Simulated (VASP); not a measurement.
# Zr (P6_3/mmc) in VASP: notebook

The runs below take Zr through single point, with PBEsol.

Program: VASP 6.6.1. These are calculated values, not measurements. Logs are shortened: lines on timing, memory, paths and dates and some standing lists are left out, and cuts for length are marked.

### Step 1. The cell of the first run

Symmetry: P6_3/mmc, No. 194, hexagonal system. The conventional cell has a = 3.184 Å, b = 3.184 Å, c = 5.070 Å, α = 90.00°, β = 90.00°, γ = 120.00°. Within 4.1 Å of Zr (site symmetry -6m2) lie 12 Zr at 3.13 to 3.18 Å.

### Step 2. Single point, PBEsol (strain -0.015 along x and y, -0.015 along z)

File INCAR:

```
  ALGO = Fast
  EDIFF = 1E-6
  ENCUT = 520
  GGA = PS
  ISIF = 2
  ISMEAR = 0
  LASPH = True
  LCHARG = True
  LELF = True
  LREAL = False
  LVHAR = True
  LWAVE = False
  NBANDS = 19
  NELM = 80
  PREC = Accurate
  SIGMA = 0.15
```

File KPOINTS:

```
k-points
0
Gamma
  18 18 10
```

File POSCAR:

```
Zr
1.0
    3.1835182492      0.0000000000      0.0000000000
   -1.5917591246      2.7570076772      0.0000000000
    0.0000000000      0.0000000000      5.0697950000
Zr
2
Direct
    0.3333333333      0.6666666667      0.2500000000
    0.6666666667      0.3333333333      0.7500000000
```

Potentials or basis: VASP PAW PBE potentials, release 64 (Zr_sv).

Command:

```bash
> cat potpaw_PBE.64/Zr_sv/POTCAR > POTCAR
> mpirun -np 1 vasp_std > vasp.out
```

OUTCAR:

```text
EDIFF = 1E-6
   ENCUT = 520
   GGA = PS
   ISIF = 2
   ISMEAR = 0
   LASPH = True
   LREAL = False
   NELM = 80
   PREC = Accurate

 ion  position               nearest neighbor table
   1  0.333  0.667  0.250-   2 3.13   2 3.13   2 3.13   2 3.13   2 3.13   2 3.13
   2  0.667  0.333  0.750-   1 3.13   1 3.13   1 3.13   1 3.13   1 3.13   1 3.13

  LATTYP: Found a hexagonal cell.
 ALAT       =     3.1835182492
 C/A-ratio  =     1.5925132521

  Lattice vectors:

 A1 = (   3.1835182492,   0.0000000000,   0.0000000000)
 A2 = (  -1.5917591246,   2.7570076772,   0.0000000000)
 A3 = (   0.0000000000,   0.0000000000,   5.0697950000)

Analysis of symmetry for initial positions (statically):
=====================================================================
 Subroutine PRICEL returns:
 Original cell was already a primitive cell.

 Routine SETGRP: Setting up the symmetry group for a
 hexagonal supercell.

 Subroutine GETGRP returns: Found 24 space group operations
 (whereof 12 operations were pure point group operations)
 out of a pool of 24 trial point group operations.

The static configuration has the point symmetry D_3d.
 The point group associated with its full space group is D_6h.

Analysis of symmetry for dynamics (positions and initial velocities):
=====================================================================
 Subroutine PRICEL returns:
 Original cell was already a primitive cell.

 Routine SETGRP: Setting up the symmetry group for a
 hexagonal supercell.

 Subroutine GETGRP returns: Found 24 space group operations
 (whereof 12 operations were pure point group operations)
 out of a pool of 24 trial point group operations.

The dynamic configuration has the point symmetry D_3d.
 The point group associated with its full space group is D_6h.

 Subroutine INISYM returns: Found 24 space group operations
 (whereof 12 operations are pure point group operations),
 and found     1 'primitive' translations

----------------------------------------------------------------------------------------

                                     Primitive cell

  volume of cell :      44.4975

  direct lattice vectors                    reciprocal lattice vectors
     3.183518249  0.000000000  0.000000000     0.314117879  0.181356042  0.000000000
    -1.591759125  2.757007677  0.000000000     0.000000000  0.362712084  0.000000000
     0.000000000  0.000000000  5.069795000     0.000000000  0.000000000  0.197246634

  length of vectors
     3.183518249  3.183518249  5.069795000     0.362712084  0.362712084  0.197246634

  position of ions in fractional coordinates (direct lattice)
     0.333333333  0.666666667  0.250000000
     0.666666667  0.333333333  0.750000000

  ion indices of the primitive-cell ions
   primitive index   ion index
                 1           1
                 2           2

----------------------------------------------------------------------------------------

 KPOINTS: k-points

Automatic generation of k-mesh.
 Grid dimensions read from file:
 generate k-points for:   18   18   10

 Generating k-lattice:

  Cartesian coordinates                     Fractional coordinates (reciprocal lattice)
     0.017450993  0.010075336  0.000000000     0.055555556  0.000000000  0.000000000
     0.000000000  0.020150671  0.000000000     0.000000000  0.055555556  0.000000000
     0.000000000  0.000000000  0.019724663     0.000000000  0.000000000  0.100000000

  Length of vectors
     0.020150671  0.020150671  0.019724663

  Shift w.r.t. Gamma in fractional coordinates (k-lattice)
     0.000000000  0.000000000  0.000000000

 Subroutine IBZKPT returns following result:
 ===========================================

 Found    222 irreducible k-points:

 Following reciprocal coordinates:
            Coordinates               Weight
  0.000000  0.000000  0.000000      1.000000
  0.055556 -0.000000  0.000000      6.000000
  0.111111 -0.000000  0.000000      6.000000
  0.166667  0.000000  0.000000      6.000000
  0.222222  0.000000  0.000000      6.000000
  0.277778 -0.000000  0.000000      6.000000
[... 16 lines left out ...]
  0.333333  0.111111  0.000000     12.000000
  0.388889  0.111111  0.000000     12.000000
 [... further k-points ...]
   k-points           NKPTS =    222   k-points in BZ     NKDIM =    222   number of bands    NBANDS=     19
   number of dos      NEDOS =    301   number of ions     NIONS =      2
   total plane-waves  NPLWV =  23040
   dimension x,y,z NGX =    24 NGY =   24 NGZ =   40
   dimension x,y,z NGXF=    48 NGYF=   48 NGZF=   80
   ions per type =               2
   NGX,Y,Z   is equivalent  to a cutoff of  12.53, 12.53, 13.12 a.u.
   NGXF,Y,Z  is equivalent  to a cutoff of  25.07, 25.07, 26.23 a.u.
 SYSTEM =  unknown system
   PREC   = accura    normal or accurate (medium, high low for compatibility)
   ISTART =      0    job   : 0-new  1-cont  2-samecut
   ICHARG =      2    charge: 1-file 2-atom 10-const
   ISPIN  =      1    spin polarized calculation?
   LNONCOLLINEAR =      F non collinear calculations
   LSORBIT =      F    spin-orbit coupling
   LASPH  =      T    aspherical Exc in radial PAW
   ENCUT  =  520.0 eV  38.22 Ry    6.18 a.u.   5.92  5.92  9.43*2*pi/ulx,y,z
   NELM   =     80;   NELMIN=  2; NELMDL= -5     # of ELM steps
   EDIFF  = 0.1E-05   stopping-criterion for ELM
   LREAL  =      F    real-space projection
   EDIFFG = 0.1E-04   stopping-criterion for IOM
   NSW    =      0    number of steps for IOM
   IBRION =     -1    ionic relax: 0-MD 1-quasi-New 2-CG
   NFREE  =      0    steps in history (QN), initial steepest desc. (CG)
   ISIF   =      2    stress and relaxation
   ISYM   =      2    0-nonsym 1-usesym 2-fastsym
   POTIM  = 0.5000    time-step for ionic-motion
   TEBEG  =    0.0;   TEEND  =   0.0 temperature during run
   PSTRESS=    0.0 pullay stress
   NELECT =      24.0000    total number of electrons
   NUPDOWN=      -1.0000    fix difference up-down
   EMIN   =  10.00;   EMAX   =-10.00  energy-range for DOS
   EFERMI =   0.00;   METHOD = LEGACY
   ISMEAR =     0;   SIGMA  =   0.15  broadening in eV -4-tet -1-fermi 0-gaus
   EFERMI_NEDOS =   21; number of points for ismear=-14 and -15
   IALGO  =     68    algorithm
   IMIX   =      4    mixing-type and parameters
     AMIX     =   0.40;   BMIX     =  1.00
     AMIX_MAG =   1.60;   BMIX_MAG =  1.00
  volume/ion in A,a.u.               =      22.25       150.14
  Fermi-wavevector in a.u.,A,eV,Ry     =   1.332601  2.518250 24.161557  1.775824
  Thomas-Fermi vector in A             =   2.461523
   LORBIT       =      0    0 simple, 1 ext, 2 COOP (PROOUT), +10 PAW based schemes
   GGA     = PS    functional components
   LHFCALC =     F    Hartree Fock is set to
   AEXX    =    0.0000 exact exchange contribution
   IVDW    =     0    specifies the selected vdW correction
   LEPSILON=     F    determine dielectric tensor
   LRPA    =     F    only Hartree local field effects (RPA)
 non-spin polarized calculation
 RMM-DIIS sequential band-by-band and
 Gauss-broadening in eV      SIGMA  =   0.15
  energy-cutoff  :      520.00
  volume of cell :       44.50
 maximum number of plane-waves:      1220
 NGX is ok and might be reduce to    24
   NGX = 11   NGY = 11   NGZ = 19

 number of electron      24.0000000 magnetization

 Free energy of the ion-electron system (eV)
  ---------------------------------------------------
  ext. energy  EPLUGINS =         0.00000000
  ---------------------------------------------------
  free energy    TOTEN  =       -18.17113171 eV

  energy without entropy =      -18.14827658  energy(sigma->0) =      -18.15970414

 E-fermi :   9.3763     XC(G=0): -11.4114

 val. band max:        9.3754281991   @ k =   0.1667   0.0000   0.0000
 cond. band min:       9.3809001559   @ k =   0.2778   0.2222   0.5000
 fundamental gap:      0.0054719568
 Fermi energy:         9.3762739612

 k-point     1 :       0.0000    0.0000    0.0000
  band No.  band energies     occupation
      1     -39.2750      2.00000
      2     -39.0866      2.00000
      3     -17.9142      2.00000
      4     -16.9041      2.00000
      5     -16.9041      2.00000
      6     -16.7402      2.00000
[... 11 lines left out ...]
     18      11.5899      0.00000
     19      14.0387      0.00000

 k-point     2 :       0.0556   -0.0000    0.0000
  band No.  band energies     occupation
      1     -39.2707      2.00000
      2     -39.0848      2.00000
      3     -17.9032      2.00000
      4     -16.9289      2.00000
      5     -16.9123      2.00000
      6     -16.7661      2.00000
[... 11 lines left out ...]
     18      11.5059      0.00000
     19      14.1094      0.00000

 k-point     3 :       0.1111   -0.0000    0.0000
  band No.  band energies     occupation
      1     -39.2582      2.00000
      2     -39.0797      2.00000
      3     -17.8707      2.00000
      4     -17.0004      2.00000
      5     -16.9354      2.00000
      6     -16.8395      2.00000
[... 11 lines left out ...]
     18      11.2964      0.00000
     19      14.2637      0.00000

 k-point     4 :       0.1667    0.0000    0.0000
  band No.  band energies     occupation
      1     -39.2386      2.00000
      2     -39.0722      2.00000
      3     -17.8188      2.00000
      4     -17.1097      2.00000
      5     -16.9697      2.00000
      6     -16.9492      2.00000
[... 407 lines left out ...]
     18      14.1166      0.00000
     19      14.7073      0.00000

 k-point    23 :       0.3333    0.1111    0.0000
  band No.  band energies     occupation
      1     -39.1270      2.00000
      2     -39.0465      2.00000
      3     -17.6024      2.00000
      4     -17.4783      2.00000
      5     -17.4296      2.00000
      6     -17.1589      2.00000
[... 11 lines left out ...]
     18      14.7514      0.00000
     19      14.9042      0.00000

 k-point    24 :       0.3889    0.1111    0.0000
  band No.  band energies     occupation
      1     -39.1094      2.00000
      2     -39.0473      2.00000
      3     -17.6669      2.00000
      4     -17.4735      2.00000
      5     -17.4116      2.00000
      6     -17.1899      2.00000
[... 11 lines left out ...]
     18      14.7748      0.00000
     19      15.6160      0.00000

 [... further k-points ...]

------------------------ aborting loop because EDIFF is reached ----------------------------------------

  FORCE on cell =-STRESS in cart. coord.  units (eV):
  Direction    XX          YY          ZZ          XY          YZ          ZX
  --------------------------------------------------------------------------------------
  -------------------------------------------------------------------------------------
  Total        0.2338174      0.2338174      0.4736333      0.0000000     -0.0000000      0.0000000
  in kB        8.4188283      8.4188283     17.0536414      0.0000000     -0.0000000      0.0000000
  external PRESSURE =      11.2970993 kB  Pullay stress =       0.0000000 kB

 VOLUME and BASIS-vectors are now :
 -----------------------------------------------------------------------------
  energy-cutoff  :      520.00
  volume of cell :       44.50
      direct lattice vectors                 reciprocal lattice vectors
     3.183518249  0.000000000  0.000000000     0.314117879  0.181356042  0.000000000
    -1.591759125  2.757007677  0.000000000     0.000000000  0.362712084  0.000000000
     0.000000000  0.000000000  5.069795000     0.000000000  0.000000000  0.197246634

 POSITION                                       TOTAL-FORCE (eV/Angst)
 -----------------------------------------------------------------------------------
     -0.00000      1.83801      1.26745        -0.000000      0.000000      0.000000
      1.59176      0.91900      3.80235         0.000000     -0.000000      0.000000
 -----------------------------------------------------------------------------------
    total drift:                               -0.000000      0.000000     -0.000000

  FREE ENERGIE OF THE ION-ELECTRON SYSTEM (eV)
  ---------------------------------------------------
  free  energy   TOTEN  =       -18.1711317063 eV

  energy  without entropy=      -18.1482765829  energy(sigma->0) =      -18.15970414
```

Wall time 2.2 min (1 thread of Intel Xeon Platinum 8488C (Sapphire Rapids), shared host); peak memory 0.27 GiB.

Results:

```
Free energy            : -18.1711 eV
Pressure               : 1.1 GPa
Band gap on the k mesh : zero (bands 12 and 13 overlap by 1.22 eV)
```

Stress tensor (GPa, compression positive):
```
0.84 0.00 0.00
0.00 0.84 0.00
0.00 0.00 1.71
```

Levels at points of the mesh, in eV from the Fermi level:
```
           k point  band 10  band 11  band 12  band 13  band 14  band 15
(0.00, 0.00, 0.00)    -3.17     0.86     0.86     1.03     1.37     1.60
(0.50, 0.00, 0.00)    -2.58    -2.28    -0.10     0.51     0.84     1.54
(0.00, 0.00, 0.50)    -3.98     0.05     0.05     0.76     0.76     0.76
(0.50, 0.00, 0.50)    -3.01    -1.14    -1.14     1.81     1.81     2.29
```

Caveat: the cell differs from its parent crystal (strain -0.015 along x and y, -0.015 along z); the PAW data sets were made with another functional, which shifts forces and pressure a little.

(Part 1 of 2 ends here.)
